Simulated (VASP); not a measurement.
# AgBr (Fm-3m) in VASP: a series of runs

The runs below take AgBr through single point, with PBE, BLYP+D3(BJ).

Everything below comes from runs of VASP 6.6.1. Logs are shortened: lines on timing, memory, paths and dates and some standing lists are left out, and cuts for length are marked.

**1. The cell of the first run**

The structure is cubic, space group Fm-3m (No. 225). Conventional cell: a = 5.623 Å, b = 5.623 Å, c = 5.623 Å, α = 90.00°, β = 90.00°, γ = 90.00°. Ag (site symmetry m-3m) has 6 Br at 2.81 Å within 3.7 Å. Within 3.7 Å of Br (site symmetry m-3m) lie 6 Ag at 2.81 Å.

**2. Single point, PBE (volume scaled by 0.94)**

Input file INCAR:

```
SYSTEM = AgBr
ALGO = Normal
EDIFF = 1E-6
ENCUT = 500
GGA = PE
GGA_COMPAT = .False.
ISIF = 2
ISMEAR = -1
LASPH = .True.
LCHARG = .True.
LELF = .True.
LREAL = .False.
LVHAR = .True.
LWAVE = .False.
NBANDS = 16
NELM = 120
PREC = Accurate
SIGMA = 0.05
```

Input file KPOINTS:

```
k-points
0
Gamma
  8 8 8
  0 0 0
```

Input file POSCAR:

```
AgBr
1.0
    0.0000000000      2.8115590699      2.8115590699
    2.8115590699      0.0000000000      2.8115590699
    2.8115590699      2.8115590699      0.0000000000
Ag Br
1 1
Direct
    0.0000000000      0.0000000000      0.0000000000
    0.5000000000      0.5000000000      0.5000000000
```

Potentials or basis: VASP PAW PBE potentials, release 64 (Ag, Br).

Started as:

```sh
> cat potpaw_PBE.64/Ag/POTCAR potpaw_PBE.64/Br/POTCAR > POTCAR
> mpirun -np 1 vasp_std > vasp.out
```

OUTCAR:

```text
SYSTEM = AgBr
   EDIFF = 1E-6
   ENCUT = 500
   GGA = PE
   ISIF = 2
   ISMEAR = -1
   LASPH = .True.
   LREAL = .False.
   NELM = 120
   PREC = Accurate

 ion  position               nearest neighbor table
   1  0.000  0.000  0.000-   2 2.81   2 2.81   2 2.81   2 2.81   2 2.81   2 2.81
   2  0.500  0.500  0.500-   1 2.81   1 2.81   1 2.81   1 2.81   1 2.81   1 2.81

  LATTYP: Found a face centered cubic cell.
 ALAT       =     5.6231181398

  Lattice vectors:

 A1 = (   0.0000000000,   2.8115590699,   2.8115590699)
 A2 = (   2.8115590699,   0.0000000000,   2.8115590699)
 A3 = (   2.8115590699,   2.8115590699,   0.0000000000)

Analysis of symmetry for initial positions (statically):
=====================================================================
 Subroutine PRICEL returns:
 Original cell was already a primitive cell.

 Routine SETGRP: Setting up the symmetry group for a
 face centered cubic supercell.

 Subroutine GETGRP returns: Found 48 space group operations
 (whereof 48 operations were pure point group operations)
 out of a pool of 48 trial point group operations.

The static configuration has the point symmetry O_h .

Analysis of symmetry for dynamics (positions and initial velocities):
=====================================================================
 Subroutine PRICEL returns:
 Original cell was already a primitive cell.

 Routine SETGRP: Setting up the symmetry group for a
 face centered cubic supercell.

 Subroutine GETGRP returns: Found 48 space group operations
 (whereof 48 operations were pure point group operations)
 out of a pool of 48 trial point group operations.

The dynamic configuration has the point symmetry O_h .

 Subroutine INISYM returns: Found 48 space group operations
 (whereof 48 operations are pure point group operations),
 and found     1 'primitive' translations

----------------------------------------------------------------------------------------

                                     Primitive cell

  volume of cell :      44.4500

  direct lattice vectors                    reciprocal lattice vectors
     0.000000000  2.811559070  2.811559070    -0.177837274  0.177837274  0.177837274
     2.811559070  0.000000000  2.811559070     0.177837274 -0.177837274  0.177837274
     2.811559070  2.811559070  0.000000000     0.177837274  0.177837274 -0.177837274

  length of vectors
     3.976144968  3.976144968  3.976144968     0.308023194  0.308023194  0.308023194

  position of ions in fractional coordinates (direct lattice)
     0.000000000  0.000000000  0.000000000
     0.500000000  0.500000000  0.500000000

  ion indices of the primitive-cell ions
   primitive index   ion index
                 1           1
                 2           2

----------------------------------------------------------------------------------------

 KPOINTS: k-points

Automatic generation of k-mesh.
 Grid dimensions read from file:
 generate k-points for:    8    8    8

 Generating k-lattice:

  Cartesian coordinates                     Fractional coordinates (reciprocal lattice)
    -0.022229659  0.022229659  0.022229659     0.125000000  0.000000000  0.000000000
     0.022229659 -0.022229659  0.022229659     0.000000000  0.125000000  0.000000000
     0.022229659  0.022229659 -0.022229659     0.000000000  0.000000000  0.125000000

  Length of vectors
     0.038502899  0.038502899  0.038502899

  Shift w.r.t. Gamma in fractional coordinates (k-lattice)
     0.000000000  0.000000000  0.000000000

 Subroutine IBZKPT returns following result:
 ===========================================

 Found     29 irreducible k-points:

 Following reciprocal coordinates:
            Coordinates               Weight
  0.000000  0.000000  0.000000      1.000000
  0.125000  0.000000  0.000000      8.000000
  0.250000  0.000000  0.000000      8.000000
  0.375000  0.000000  0.000000      8.000000
  0.500000  0.000000  0.000000      4.000000
  0.125000  0.125000  0.000000      6.000000
[... 16 lines left out ...]
  0.500000  0.250000  0.125000     48.000000
 -0.375000  0.250000  0.125000     24.000000
 [... further k-points ...]
   k-points           NKPTS =     29   k-points in BZ     NKDIM =     29   number of bands    NBANDS=     16
   number of dos      NEDOS =    301   number of ions     NIONS =      2
   total plane-waves  NPLWV =  27000
   dimension x,y,z NGX =    30 NGY =   30 NGZ =   30
   dimension x,y,z NGXF=    60 NGYF=   60 NGZF=   60
   ions per type =               1   1
   NGX,Y,Z   is equivalent  to a cutoff of  12.54, 12.54, 12.54 a.u.
   NGXF,Y,Z  is equivalent  to a cutoff of  25.09, 25.09, 25.09 a.u.
 SYSTEM =  AgBr
   PREC   = accura    normal or accurate (medium, high low for compatibility)
   ISTART =      0    job   : 0-new  1-cont  2-samecut
   ICHARG =      2    charge: 1-file 2-atom 10-const
   ISPIN  =      1    spin polarized calculation?
   LNONCOLLINEAR =      F non collinear calculations
   LSORBIT =      F    spin-orbit coupling
   LASPH  =      T    aspherical Exc in radial PAW
   ENCUT  =  500.0 eV  36.75 Ry    6.06 a.u.   7.25  7.25  7.25*2*pi/ulx,y,z
   NELM   =    120;   NELMIN=  2; NELMDL= -5     # of ELM steps
   EDIFF  = 0.1E-05   stopping-criterion for ELM
   LREAL  =      F    real-space projection
   EDIFFG = 0.1E-04   stopping-criterion for IOM
   NSW    =      0    number of steps for IOM
   IBRION =     -1    ionic relax: 0-MD 1-quasi-New 2-CG
   NFREE  =      0    steps in history (QN), initial steepest desc. (CG)
   ISIF   =      2    stress and relaxation
   ISYM   =      2    0-nonsym 1-usesym 2-fastsym
   POTIM  = 0.5000    time-step for ionic-motion
   TEBEG  =    0.0;   TEEND  =   0.0 temperature during run
   PSTRESS=    0.0 pullay stress
   NELECT =      18.0000    total number of electrons
   NUPDOWN=      -1.0000    fix difference up-down
   EMIN   =  10.00;   EMAX   =-10.00  energy-range for DOS
   EFERMI =   0.00;   METHOD = LEGACY
   ISMEAR =    -1;   SIGMA  =   0.05  broadening in eV -4-tet -1-fermi 0-gaus
   EFERMI_NEDOS =   21; number of points for ismear=-14 and -15
   IALGO  =     38    algorithm
   IMIX   =      4    mixing-type and parameters
     AMIX     =   0.40;   BMIX     =  1.00
     AMIX_MAG =   1.60;   BMIX_MAG =  1.00
  volume/ion in A,a.u.               =      22.22       149.98
  Fermi-wavevector in a.u.,A,eV,Ry     =   1.211179  2.288797 19.959140  1.466955
  Thomas-Fermi vector in A             =   2.346703
   LORBIT       =      0    0 simple, 1 ext, 2 COOP (PROOUT), +10 PAW based schemes
   GGA     = PE    functional components
   LHFCALC =     F    Hartree Fock is set to
   AEXX    =    0.0000 exact exchange contribution
   IVDW    =     0    specifies the selected vdW correction
   LEPSILON=     F    determine dielectric tensor
   LRPA    =     F    only Hartree local field effects (RPA)
 non-spin polarized calculation
  energy-cutoff  :      500.00
  volume of cell :       44.45
 maximum number of plane-waves:      1158
 NGX is ok and might be reduce to    30
   NGX = 15   NGY = 15   NGZ = 15

 number of electron      17.9999998 magnetization

 Free energy of the ion-electron system (eV)
  ---------------------------------------------------
  ext. energy  EPLUGINS =         0.00000000
  ---------------------------------------------------
  free energy    TOTEN  =        -4.91196238 eV

  energy without entropy =       -4.91194628  energy(sigma->0) =       -4.91195433

 E-fermi :   4.8163     XC(G=0): -10.1797

 val. band max:        4.4112378375   @ k =   0.5000   0.0000   0.0000
 cond. band min:       5.0799822718   @ k =   0.0000   0.0000   0.0000
 fundamental gap:      0.6687444343
 Fermi energy:         4.8163167613

 k-point     1 :       0.0000    0.0000    0.0000
  band No.  band energies     occupation
      1     -11.0935      2.00000
      2       1.3277      2.00000
      3       1.3277      2.00000
      4       1.3277      2.00000
      5       1.3294      2.00000
      6       1.3294      2.00000
[... 8 lines left out ...]
     15      16.4602      0.00000
     16      16.4602      0.00000

 k-point     2 :       0.1250    0.0000    0.0000
  band No.  band energies     occupation
      1     -11.0215      2.00000
      2       0.8854      2.00000
      3       0.8854      2.00000
      4       0.9269      2.00000
      5       1.3777      2.00000
      6       1.3777      2.00000
[... 8 lines left out ...]
     15      15.4527      0.00000
     16      15.8243      0.00000

 k-point     3 :       0.2500    0.0000    0.0000
  band No.  band energies     occupation
      1     -10.8386      2.00000
      2      -0.1694      2.00000
      3       0.3213      2.00000
      4       0.3213      2.00000
      5       1.5018      2.00000
      6       1.5018      2.00000
[... 8 lines left out ...]
     15      15.8138      0.00000
     16      15.8138      0.00000

 k-point     4 :       0.3750    0.0000    0.0000
  band No.  band energies     occupation
      1     -10.6409      2.00000
      2      -1.0647      2.00000
      3      -0.0544      2.00000
      4      -0.0544      2.00000
      5       1.6312      2.00000
      6       1.6312      2.00000
[... 8 lines left out ...]
     15      16.8574      0.00000
     16      16.8574      0.00000
[... 324 lines left out ...]
 k-point    22 :       0.3750    0.2500    0.1250
  band No.  band energies     occupation
      1     -10.7243      2.00000
      2      -0.6080      2.00000
      3       0.2569      2.00000
      4       0.6407      2.00000
      5       1.4425      2.00000
      6       1.6050      2.00000
[... 8 lines left out ...]
     15      17.9758      0.00000
     16      18.6562      0.00000

 k-point    23 :       0.5000    0.2500    0.1250
  band No.  band energies     occupation
      1     -10.5812      2.00000
      2      -0.8555      2.00000
      3      -0.0543      2.00000
      4       0.2225      2.00000
      5       1.5525      2.00000
      6       1.6930      2.00000
[... 8 lines left out ...]
     15      18.3153      0.00000
     16      18.6747      0.00000

 k-point    24 :      -0.3750    0.2500    0.1250
  band No.  band energies     occupation
      1     -10.5197      2.00000
      2      -0.9370      2.00000
      3      -0.1026      2.00000
      4      -0.0558      2.00000
      5       1.6320      2.00000
      6       1.6936      2.00000
[... 8 lines left out ...]
     15      17.2292      0.00000
     16      18.9329      0.00000

 [... further k-points ...]
[... 5 lines left out ...]
  --------------------------------------------------------------------------------------
  -------------------------------------------------------------------------------------
  Total        1.6507775      1.6507775      1.6507775      0.0000000      0.0000000     -0.0000000
  in kB       59.5014408     59.5014408     59.5014408      0.0000000      0.0000000     -0.0000000
  external PRESSURE =      59.5014408 kB  Pullay stress =       0.0000000 kB

 VOLUME and BASIS-vectors are now :
 -----------------------------------------------------------------------------
  energy-cutoff  :      500.00
  volume of cell :       44.45
      direct lattice vectors                 reciprocal lattice vectors
     0.000000000  2.811559070  2.811559070    -0.177837274  0.177837274  0.177837274
     2.811559070  0.000000000  2.811559070     0.177837274 -0.177837274  0.177837274
     2.811559070  2.811559070  0.000000000     0.177837274  0.177837274 -0.177837274

 POSITION                                       TOTAL-FORCE (eV/Angst)
 -----------------------------------------------------------------------------------
      0.00000      0.00000      0.00000         0.000000      0.000000      0.000000
      2.81156      2.81156      2.81156         0.000000      0.000000     -0.000000
 -----------------------------------------------------------------------------------
    total drift:                               -0.000000      0.000000      0.000000

  FREE ENERGIE OF THE ION-ELECTRON SYSTEM (eV)
  ---------------------------------------------------
  free  energy   TOTEN  =        -4.9119623802 eV

  energy  without entropy=       -4.9119462844  energy(sigma->0) =       -4.91195433
```

It took 11 s on 1 thread of AMD EPYC 9R45 (Zen 5), shared host; peak memory 0.14 GiB.

What came out:

```
Free energy            : -4.9120 eV
Pressure               : 6.0 GPa
Band gap on the k mesh : 0.67 eV, indirect (least direct gap 2.83 eV)
```

Caveat: the cell differs from its parent crystal (volume scaled by 0.94). A k mesh can miss the band edges.

**3. Single point, PBE (volume scaled by 1.02)**

Input file INCAR:

```
  PREC = Accurate
  ENCUT = 500
  EDIFF = 1E-6
  ISMEAR = -1
  SIGMA = 0.05
  LREAL = False
  LASPH = True
  NELM = 120
  ALGO = Normal
  ISIF = 2
  LWAVE = False
  LCHARG = False
  GGA = PE
  NBANDS = 16
  GGA_COMPAT = False
```

Input file KPOINTS:

```
regular mesh
0
Gamma
  8 8 8
```

Input file POSCAR:

```
AgBr
1.0
    0.0000000000      2.8891581698      2.8891581698
    2.8891581698      0.0000000000      2.8891581698
    2.8891581698      2.8891581698      0.0000000000
Ag Br
1 1
Direct
    0.0000000000      0.0000000000      0.0000000000
    0.5000000000      0.5000000000      0.5000000000
```

Potentials or basis: VASP PAW PBE potentials, release 64 (Ag, Br).

Started as:

```sh
> cat potpaw_PBE.64/Ag/POTCAR potpaw_PBE.64/Br/POTCAR > POTCAR
> mpirun -np 1 vasp_std > vasp.out
```

Run time: 11 s. Hardware: 1 thread of AMD EPYC 9R45 (Zen 5), shared host; peak memory 0.14 GiB.

It converged, with:

- Free energy: -4.9939 eV
- Pressure: 1.3 GPa
- Band gap on the k mesh: 0.68 eV, indirect (least direct gap 2.54 eV)

Levels at points of the mesh, in eV from the valence-band top:
```csv
k point,band 7,band 8,band 9,band 10,band 11,band 12
"(0.00, 0.00, 0.00)",-1.86,-1.86,-1.86,0.68,9.92,9.92
"(0.50, 0.00, 0.00)",-2.09,0.00,0.00,3.79,6.48,6.80
"(0.50, 0.50, 0.00)",-2.32,-2.32,-2.24,1.64,7.09,8.98
```

Caveat: the cell differs from its parent crystal (volume scaled by 1.02). A k mesh can miss the band edges.

**4. Single point, BLYP+D3(BJ)**

This run uses another cell than the first one, of 23.79 Å³/atom, 1.070 times its volume.

Input file INCAR:

```
SYSTEM = AgBr
PREC = Accurate ; ENCUT = 500
EDIFF = 1E-6 ; ISMEAR = -1
SIGMA = 0.05 ; LREAL = .FALSE.
LASPH = .TRUE. ; NELM = 120
ALGO = Normal ; ISIF = 2
LWAVE = .FALSE. ; LCHARG = .FALSE.
GGA = B5 ; ALDAX = 1.0
AGGAX = 1.0 ; AGGAC = 1.0
ALDAC = 0.0 ; IVDW = 12
VDW_S6 = 1.0 ; VDW_S8 = 2.6996
VDW_A1 = 0.4298 ; VDW_A2 = 4.2359
NBANDS = 16 ; GGA_COMPAT = .FALSE.
```

Input file KPOINTS:

```
regular mesh
0
G
  8 8 8
  0 0 0
```

Input file POSCAR:

```
AgBr
1.0
    0.0000000000      2.8759051509      2.8759051509
    2.8759051509      0.0000000000      2.8759051509
    2.8759051509      2.8759051509      0.0000000000
Ag Br
1 1
Direct
    0.0000000000      0.0000000000      0.0000000000
    0.5000000000      0.5000000000      0.5000000000
```

Started as:

```sh
> cat potpaw_PBE.64/Ag/POTCAR potpaw_PBE.64/Br/POTCAR > POTCAR
> mpirun -np 1 vasp_std > vasp.out
```

Run time: 53 s. Hardware: 1 thread of AMD EPYC 7R13, shared host; peak memory 0.16 GiB.

Results (log left out):

* Free energy: -5.7969 eV
* Pressure: 0.1 GPa
* Band gap on the k mesh: 0.75 eV, indirect (least direct gap 2.63 eV)
* Dispersion energy per atom: -0.817 eV

Levels at points of the mesh, in eV from the valence-band top:
| k point | band 5 | band 6 | band 7 | band 8 | band 9 | band 10 | band 11 | band 12 | band 13 | band 14 |
| --- | --- | --- | --- | --- | --- | --- | --- | --- | --- | --- |
| (0.00, 0.00, 0.00) | -2.80 | -2.80 | -1.88 | -1.88 | -1.88 | 0.75 | 10.11 | 10.11 | 10.11 | 11.59 |
| (0.50, 0.00, 0.00) | -2.51 | -2.51 | -2.16 | 0.00 | 0.00 | 3.96 | 6.47 | 6.86 | 6.86 | 12.61 |
| (0.50, 0.50, 0.00) | -2.76 | -2.65 | -2.41 | -2.41 | -2.31 | 1.59 | 7.36 | 9.21 | 11.04 | 11.04 |

Caveat: the PAW data sets were made with another functional, which shifts forces and pressure a little. A k mesh can miss the band edges.

**5. Single point, PBE**

This run uses another cell than the first one, of 23.64 Å³/atom, 1.064 times its volume.

Input file INCAR:

```
SYSTEM = AgBr
ALGO = Normal
EDIFF = 1E-6
ENCUT = 500
GGA = PE
GGA_COMPAT = .False.
ISIF = 2
ISMEAR = 0
LASPH = .True.
LCHARG = .False.
LREAL = .False.
LWAVE = .False.
NBANDS = 16
NELM = 120
PREC = Accurate
SIGMA = 0.028999999999999998
```

Input file KPOINTS:

```
k-points
0
Gamma
  8 8 8
  0 0 0
```

Input file POSCAR:

```
AgBr
1.0
    0.0000000000      2.8701500000      2.8701500000
    2.8701500000      0.0000000000      2.8701500000
    2.8701500000      2.8701500000      0.0000000000
Ag Br
1 1
Direct
    0.0000000000      0.0000000000      0.0000000000
    0.5000000000      0.5000000000      0.5000000000
```

Started as:

```sh
> cat potpaw_PBE.64/Ag/POTCAR potpaw_PBE.64/Br/POTCAR > POTCAR
> mpirun -np 1 vasp_std > vasp.out
```

Run time: 40 s. Hardware: 1 thread of AMD EPYC 7R13, shared host; peak memory 0.15 GiB.

The run converged. Its results:

```yaml
Free_energy: -4.9832 eV
Pressure: 2.3 GPa
Band_gap_on_the_k_mesh: 0.67 eV, indirect (least direct gap 2.61 eV)
```

Levels at points of the mesh, in eV from the valence-band top:
```tsv
k point	band 5	band 6	band 7	band 8	band 9	band 10	band 11	band 12	band 13	band 14
(0.00, 0.00, 0.00)	-2.80	-2.80	-1.93	-1.93	-1.93	0.67	9.91	9.91	9.91	11.14
(0.50, 0.00, 0.00)	-2.49	-2.49	-2.15	0.00	0.00	3.73	6.59	6.76	6.76	12.25
(0.50, 0.50, 0.00)	-2.84	-2.64	-2.39	-2.39	-2.29	1.60	7.05	9.06	11.05	11.05
```

**6. Single point, PBE**

This run uses another cell than the first one, of 23.64 Å³/atom, 1.064 times its volume.

Input file INCAR:

```
SYSTEM = AgBr
PREC = Accurate
ENCUT = 500
EDIFF = 1E-6
ISMEAR = 0
SIGMA = 0.03
LREAL = .FALSE.
LASPH = .TRUE.
NELM = 120
ALGO = Normal
ISIF = 2
LWAVE = .FALSE.
LCHARG = .FALSE.
GGA = PE
NBANDS = 16
GGA_COMPAT = .FALSE.
```

Input file KPOINTS:

```
Automatic mesh
0
G
  8 8 8
  0 0 0
```

POSCAR is that of step 5.

Potentials or basis: VASP PAW PBE potentials, release 64 (Ag, Br).

Started as:

```sh
> cat potpaw_PBE.64/Ag/POTCAR potpaw_PBE.64/Br/POTCAR > POTCAR
> mpirun -np 1 vasp_std > vasp.out
```

Run time: 47 s. Hardware: 1 thread of AMD EPYC 7R13, shared host; peak memory 0.15 GiB.

The run converged. Its results:

| Quantity | Value |
| --- | --- |
| Free energy | -4.9832 eV |
| Pressure | 2.3 GPa |
| Band gap on the k mesh | 0.67 eV, indirect (least direct gap 2.61 eV) |

Levels at points of the mesh, in eV from the valence-band top:
| k point | band 5 | band 6 | band 7 | band 8 | band 9 | band 10 | band 11 | band 12 | band 13 | band 14 |
| --- | --- | --- | --- | --- | --- | --- | --- | --- | --- | --- |
| (0.00, 0.00, 0.00) | -2.80 | -2.80 | -1.93 | -1.93 | -1.93 | 0.67 | 9.91 | 9.91 | 9.91 | 11.14 |
| (0.50, 0.00, 0.00) | -2.49 | -2.49 | -2.15 | 0.00 | 0.00 | 3.73 | 6.59 | 6.76 | 6.76 | 12.25 |
| (0.50, 0.50, 0.00) | -2.84 | -2.64 | -2.39 | -2.39 | -2.29 | 1.60 | 7.05 | 9.06 | 11.05 | 11.05 |

**7. The runs side by side**

| level | cell | smearing | gap on the mesh (eV) | pressure (GPa) |
| --- | --- | --- | --- | --- |
| PBE | a = 3.976 Å, angles 60.0°, 2 atoms | fermi-dirac 0.05 eV | 0.67 | 6.0 |
| PBE | a = 4.086 Å, angles 60.0°, 2 atoms | fermi-dirac 0.05 eV | 0.68 | 1.3 |
| BLYP+D3(BJ) | a = 4.067 Å, angles 60.0°, 2 atoms | fermi-dirac 0.05 eV | 0.75 | 0.1 |
| PBE | a = 4.059 Å, angles 60.0°, 2 atoms | gaussian 0.029 eV | 0.67 | 2.3 |
| PBE | a = 4.059 Å, angles 60.0°, 2 atoms | gaussian 0.03 eV | 0.67 | 2.3 |

Alike in all rows: task single point; potentials or basis VASP PAW PBE potentials, release 64 (Ag, Br); no spin polarisation; k mesh 8 × 8 × 8; cutoff (eV) 500.

Caveats: the PAW data sets were made with another functional, which shifts forces and pressure a little (some runs).

Total energies depend on the potentials used, so only differences within one code and one set of settings carry meaning.
